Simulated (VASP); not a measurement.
# BaTe (Fm-3m) in VASP: single point with PBE

Aim: the single point of BaTe with PBE.

Everything below comes from runs of VASP 6.6.1. Logs are shortened: lines on timing, memory, paths and dates and some standing lists are left out, and cuts for length are marked.

## 1. The cell of the first run

The structure is cubic, space group Fm-3m (No. 225). The conventional cell has a = 7.123 Å, b = 7.123 Å, c = 7.123 Å, α = 90.00°, β = 90.00°, γ = 90.00°. Within 4.7 Å of Ba (site symmetry m-3m) lie 6 Te at 3.56 Å. Te (site symmetry m-3m) has 6 Ba at 3.56 Å within 4.7 Å.

## 2. Single point, PBE (the cell strained)

INCAR reads:

```
PREC = Accurate
ENCUT = 500
EDIFF = 1E-6
ISMEAR = 0
SIGMA = 0.05
LREAL = False
LASPH = True
NELM = 120
ALGO = Normal
ISIF = 2
LWAVE = False
LCHARG = False
GGA = PE
NBANDS = 15
GGA_COMPAT = False
```

KPOINTS reads:

```
Automatic mesh
0
Gamma
  8 8 8
```

POSCAR reads:

```
BaTe
1.0
    0.0000000000      3.5615736498      3.5615736498
    3.5615736498      0.0000000000      3.5615736498
    3.5615736498      3.5615736498      0.0000000000
Ba Te
1 1
Direct
    0.0000000000      0.0000000000      0.0000000000
    0.5000000000      0.5000000000      0.5000000000
```

Potentials or basis: VASP PAW PBE potentials, release 64 (Ba_sv, Te).

Launch:

```
$ cat potpaw_PBE.64/Ba_sv/POTCAR potpaw_PBE.64/Te/POTCAR > POTCAR
$ mpirun -np 1 vasp_std > vasp.out
```

OUTCAR:

```text
PREC = Accurate
   ENCUT = 500
   EDIFF = 1E-6
   ISMEAR = 0
   LREAL = False
   LASPH = True
   NELM = 120
   ISIF = 2
   GGA = PE

 ion  position               nearest neighbor table
   1  0.000  0.000  0.000-   2 3.56   2 3.56   2 3.56   2 3.56   2 3.56   2 3.56
   2  0.500  0.500  0.500-   1 3.56   1 3.56   1 3.56   1 3.56   1 3.56   1 3.56

  LATTYP: Found a face centered cubic cell.
 ALAT       =     7.1231472996

  Lattice vectors:

 A1 = (   0.0000000000,   3.5615736498,   3.5615736498)
 A2 = (   3.5615736498,   0.0000000000,   3.5615736498)
 A3 = (   3.5615736498,   3.5615736498,   0.0000000000)

Analysis of symmetry for initial positions (statically):
=====================================================================
 Subroutine PRICEL returns:
 Original cell was already a primitive cell.

 Routine SETGRP: Setting up the symmetry group for a
 face centered cubic supercell.

 Subroutine GETGRP returns: Found 48 space group operations
 (whereof 48 operations were pure point group operations)
 out of a pool of 48 trial point group operations.

The static configuration has the point symmetry O_h .

Analysis of symmetry for dynamics (positions and initial velocities):
=====================================================================
 Subroutine PRICEL returns:
 Original cell was already a primitive cell.

 Routine SETGRP: Setting up the symmetry group for a
 face centered cubic supercell.

 Subroutine GETGRP returns: Found 48 space group operations
 (whereof 48 operations were pure point group operations)
 out of a pool of 48 trial point group operations.

The dynamic configuration has the point symmetry O_h .

 Subroutine INISYM returns: Found 48 space group operations
 (whereof 48 operations are pure point group operations),
 and found     1 'primitive' translations

----------------------------------------------------------------------------------------

                                     Primitive cell

  volume of cell :      90.3557

  direct lattice vectors                    reciprocal lattice vectors
     0.000000000  3.561573650  3.561573650    -0.140387382  0.140387382  0.140387382
     3.561573650  0.000000000  3.561573650     0.140387382 -0.140387382  0.140387382
     3.561573650  3.561573650  0.000000000     0.140387382  0.140387382 -0.140387382

  length of vectors
     5.036825759  5.036825759  5.036825759     0.243158078  0.243158078  0.243158078

  position of ions in fractional coordinates (direct lattice)
     0.000000000  0.000000000  0.000000000
     0.500000000  0.500000000  0.500000000

  ion indices of the primitive-cell ions
   primitive index   ion index
                 1           1
                 2           2

----------------------------------------------------------------------------------------

 KPOINTS: Automatic mesh

Automatic generation of k-mesh.
 Grid dimensions read from file:
 generate k-points for:    8    8    8

 Generating k-lattice:

  Cartesian coordinates                     Fractional coordinates (reciprocal lattice)
    -0.017548423  0.017548423  0.017548423     0.125000000  0.000000000  0.000000000
     0.017548423 -0.017548423  0.017548423     0.000000000  0.125000000  0.000000000
     0.017548423  0.017548423 -0.017548423     0.000000000  0.000000000  0.125000000

  Length of vectors
     0.030394760  0.030394760  0.030394760

  Shift w.r.t. Gamma in fractional coordinates (k-lattice)
     0.000000000  0.000000000  0.000000000

 Subroutine IBZKPT returns following result:
 ===========================================

 Found     29 irreducible k-points:

 Following reciprocal coordinates:
            Coordinates               Weight
  0.000000  0.000000  0.000000      1.000000
  0.125000  0.000000  0.000000      8.000000
  0.250000  0.000000  0.000000      8.000000
  0.375000  0.000000  0.000000      8.000000
  0.500000  0.000000  0.000000      4.000000
  0.125000  0.125000  0.000000      6.000000
[... 16 lines left out ...]
  0.500000  0.250000  0.125000     48.000000
 -0.375000  0.250000  0.125000     24.000000
 [... further k-points ...]
   k-points           NKPTS =     29   k-points in BZ     NKDIM =     29   number of bands    NBANDS=     15
   number of dos      NEDOS =    301   number of ions     NIONS =      2
   total plane-waves  NPLWV =  64000
   dimension x,y,z NGX =    40 NGY =   40 NGZ =   40
   dimension x,y,z NGXF=    80 NGYF=   80 NGZF=   80
   ions per type =               1   1
   NGX,Y,Z   is equivalent  to a cutoff of  13.20, 13.20, 13.20 a.u.
   NGXF,Y,Z  is equivalent  to a cutoff of  26.40, 26.40, 26.40 a.u.
 SYSTEM =  unknown system
   PREC   = accura    normal or accurate (medium, high low for compatibility)
   ISTART =      0    job   : 0-new  1-cont  2-samecut
   ICHARG =      2    charge: 1-file 2-atom 10-const
   ISPIN  =      1    spin polarized calculation?
   LNONCOLLINEAR =      F non collinear calculations
   LSORBIT =      F    spin-orbit coupling
   LASPH  =      T    aspherical Exc in radial PAW
   ENCUT  =  500.0 eV  36.75 Ry    6.06 a.u.   9.18  9.18  9.18*2*pi/ulx,y,z
   NELM   =    120;   NELMIN=  2; NELMDL= -5     # of ELM steps
   EDIFF  = 0.1E-05   stopping-criterion for ELM
   LREAL  =      F    real-space projection
   EDIFFG = 0.1E-04   stopping-criterion for IOM
   NSW    =      0    number of steps for IOM
   IBRION =     -1    ionic relax: 0-MD 1-quasi-New 2-CG
   NFREE  =      0    steps in history (QN), initial steepest desc. (CG)
   ISIF   =      2    stress and relaxation
   ISYM   =      2    0-nonsym 1-usesym 2-fastsym
   POTIM  = 0.5000    time-step for ionic-motion
   TEBEG  =    0.0;   TEEND  =   0.0 temperature during run
   PSTRESS=    0.0 pullay stress
   NELECT =      16.0000    total number of electrons
   NUPDOWN=      -1.0000    fix difference up-down
   EMIN   =  10.00;   EMAX   =-10.00  energy-range for DOS
   EFERMI =   0.00;   METHOD = LEGACY
   ISMEAR =     0;   SIGMA  =   0.05  broadening in eV -4-tet -1-fermi 0-gaus
   EFERMI_NEDOS =   21; number of points for ismear=-14 and -15
   IALGO  =     38    algorithm
   IMIX   =      4    mixing-type and parameters
     AMIX     =   0.40;   BMIX     =  1.00
     AMIX_MAG =   1.60;   BMIX_MAG =  1.00
  volume/ion in A,a.u.               =      45.18       304.88
  Fermi-wavevector in a.u.,A,eV,Ry     =   0.919312  1.737248 11.498752  0.845134
  Thomas-Fermi vector in A             =   2.044492
   LORBIT       =      0    0 simple, 1 ext, 2 COOP (PROOUT), +10 PAW based schemes
   GGA     = PE    functional components
   LHFCALC =     F    Hartree Fock is set to
   AEXX    =    0.0000 exact exchange contribution
   IVDW    =     0    specifies the selected vdW correction
   LEPSILON=     F    determine dielectric tensor
   LRPA    =     F    only Hartree local field effects (RPA)
 non-spin polarized calculation
 Gauss-broadening in eV      SIGMA  =   0.05
  energy-cutoff  :      500.00
  volume of cell :       90.36
 maximum number of plane-waves:      2305
 NGX is ok and might be reduce to    40
   NGX = 19   NGY = 19   NGZ = 19

 number of electron      16.0000000 magnetization

 Free energy of the ion-electron system (eV)
  ---------------------------------------------------
  ext. energy  EPLUGINS =         0.00000000
  ---------------------------------------------------
  free energy    TOTEN  =        -8.62783667 eV

  energy without entropy =       -8.62783667  energy(sigma->0) =       -8.62783667

 E-fermi :   2.2575     XC(G=0):  -8.0385

 val. band max:        1.9568051116   @ k =   0.0000   0.0000   0.0000
 cond. band min:       3.5837084792   @ k =   0.5000   0.5000   0.0000
 fundamental gap:      1.6269033677
 Fermi energy:         2.2574615530

 k-point     1 :       0.0000    0.0000    0.0000
  band No.  band energies     occupation
      1     -25.2035      2.00000
      2     -10.3415      2.00000
      3     -10.3415      2.00000
      4     -10.3415      2.00000
      5      -7.4725      2.00000
      6       1.9568      2.00000
      7       1.9568      2.00000
      8       1.9568      2.00000
      9       4.6687      0.00000
     10       4.9096      0.00000
     11       4.9096      0.00000
     12       4.9096      0.00000
     13       5.4728      0.00000
     14       5.4728      0.00000
     15       8.9343      0.00000

 k-point     2 :       0.1250    0.0000    0.0000
  band No.  band energies     occupation
      1     -25.2021      2.00000
      2     -10.3952      2.00000
      3     -10.3430      2.00000
      4     -10.3430      2.00000
      5      -7.3816      2.00000
      6       1.4708      2.00000
      7       1.7464      2.00000
      8       1.7464      2.00000
      9       4.8825      0.00000
     10       5.0931      0.00000
     11       5.0931      0.00000
     12       5.3578      0.00000
     13       5.8813      0.00000
     14       5.8813      0.00000
     15       9.3911      0.00000

 k-point     3 :       0.2500    0.0000    0.0000
  band No.  band energies     occupation
      1     -25.1986      2.00000
      2     -10.5147      2.00000
      3     -10.3467      2.00000
      4     -10.3467      2.00000
      5      -7.1681      2.00000
      6       0.6716      2.00000
      7       1.3498      2.00000
      8       1.3498      2.00000
      9       5.0604      0.00000
     10       5.5809      0.00000
     11       5.5809      0.00000
     12       6.5397      0.00000
     13       6.8875      0.00000
     14       6.8875      0.00000
     15      10.0256      0.00000
[... 343 lines left out ...]
 k-point    23 :       0.5000    0.2500    0.1250
  band No.  band energies     occupation
      1     -25.1933      2.00000
      2     -10.5729      2.00000
      3     -10.4035      2.00000
      4     -10.3657      2.00000
      5      -7.0355      2.00000
      6       0.2859      2.00000
      7       1.0202      2.00000
      8       1.2112      2.00000
      9       5.0424      0.00000
     10       6.3425      0.00000
     11       6.6924      0.00000
     12       6.8247      0.00000
     13       7.4426      0.00000
     14       8.9316      0.00000
     15       9.1314      0.00000

 k-point    24 :      -0.3750    0.2500    0.1250
  band No.  band energies     occupation
      1     -25.1921      2.00000
      2     -10.5933      2.00000
      3     -10.4057      2.00000
      4     -10.3733      2.00000
      5      -6.9985      2.00000
      6       0.2440      2.00000
      7       0.9884      2.00000
      8       1.0303      2.00000
      9       5.6161      0.00000
     10       5.8734      0.00000
     11       7.0252      0.00000
     12       7.2342      0.00000
     13       7.6978      0.00000
     14       8.5547      0.00000
     15       9.6419      0.00000

 [... further k-points ...]
[... 5 lines left out ...]
  --------------------------------------------------------------------------------------
  -------------------------------------------------------------------------------------
  Total       -0.2228414     -0.2228414     -0.2228414      0.0000000      0.0000000     -0.0000000
  in kB       -3.9513972     -3.9513972     -3.9513972      0.0000000      0.0000000     -0.0000000
  external PRESSURE =      -3.9513972 kB  Pullay stress =       0.0000000 kB

 VOLUME and BASIS-vectors are now :
 -----------------------------------------------------------------------------
  energy-cutoff  :      500.00
  volume of cell :       90.36
      direct lattice vectors                 reciprocal lattice vectors
     0.000000000  3.561573650  3.561573650    -0.140387382  0.140387382  0.140387382
     3.561573650  0.000000000  3.561573650     0.140387382 -0.140387382  0.140387382
     3.561573650  3.561573650  0.000000000     0.140387382  0.140387382 -0.140387382

 POSITION                                       TOTAL-FORCE (eV/Angst)
 -----------------------------------------------------------------------------------
      0.00000      0.00000      0.00000        -0.000000      0.000000     -0.000000
      3.56157      3.56157      3.56157         0.000000     -0.000000      0.000000
 -----------------------------------------------------------------------------------
    total drift:                                0.000000     -0.000000     -0.000000

  FREE ENERGIE OF THE ION-ELECTRON SYSTEM (eV)
  ---------------------------------------------------
  free  energy   TOTEN  =        -8.6278366729 eV

  energy  without entropy=       -8.6278366729  energy(sigma->0) =       -8.62783667
```

Run time: 19 s. Hardware: 1 thread of Intel Xeon 6975P-C (Granite Rapids), shared host; peak memory 0.25 GiB.

What came out:

```yaml
Free_energy: -8.6278 eV
Pressure: -0.4 GPa
Band_gap_on_the_k_mesh: 1.63 eV (least direct gap 2.01 eV)
```

Levels at points of the mesh, in eV from the valence-band top:
| k point | band 4 | band 5 | band 6 | band 7 | band 8 | band 9 | band 10 | band 11 | band 12 | band 13 |
| --- | --- | --- | --- | --- | --- | --- | --- | --- | --- | --- |
| (0.00, 0.00, 0.00) | -12.30 | -9.43 | 0.00 | 0.00 | 0.00 | 2.71 | 2.95 | 2.95 | 2.95 | 3.52 |
| (0.50, 0.00, 0.00) | -12.31 | -8.83 | -2.10 | -1.03 | -1.03 | 4.12 | 4.63 | 4.77 | 4.77 | 6.83 |
| (0.50, 0.50, 0.00) | -12.37 | -9.24 | -1.11 | -0.38 | -0.38 | 1.63 | 4.34 | 4.42 | 5.36 | 5.56 |

Caveat: the cell differs from its parent crystal (the cell strained); spin-orbit coupling is left out, which moves the levels of the heavy elements. A k mesh can miss the band edges.
